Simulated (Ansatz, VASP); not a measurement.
## Al3Au: VASP beside Ansatz

```xyz
4
Lattice="-2.0651 2.0651 4.1362 2.0651 -2.0651 4.1362 2.0651 2.0651 -4.1362" Properties=species:S:1:pos:R:3 pbc="T T T"
Au    0.0000    0.0000    0.0000
Al    0.0000    0.0000    4.1362
Al    2.0651    0.0000    2.0681
Al    0.0000    2.0651    2.0681
```

Change from the starting cell: volume scaled by 1.06.

Alike in both runs: task single point; functional LDA; k mesh 9 × 9 × 9; occupations fermi-dirac, width 0.05 eV; no spin polarisation.

|  | VASP | Ansatz |
| --- | --- | --- |
| version | VASP 6.6.1 | Ansatz 0.2.0 |
| potentials or method | VASP PAW LDA potentials, release 64 (Au, Al), cutoff 520 eV | all-electron LAPW, scalar-relativistic |

|  | VASP | Ansatz | Ansatz less VASP |
| --- | --- | --- | --- |
| gap on the k mesh at the Fermi level (eV) | none | none | - |
| pressure (GPa) | -9.0 | -9.1 | -0.08 |
| traceless stress, the component that is largest in VASP (GPa) | -0.26 | -0.25 | +0.005 |

LDA's correlation is that of Perdew and Zunger in VASP and of Perdew and Wang (1992) in Ansatz. A gap of «none» marks a metal or a gap that the smearing closes. Ansatz ran all-electron here, and VASP with PAW potentials.

Neither program's run includes spin-orbit coupling.
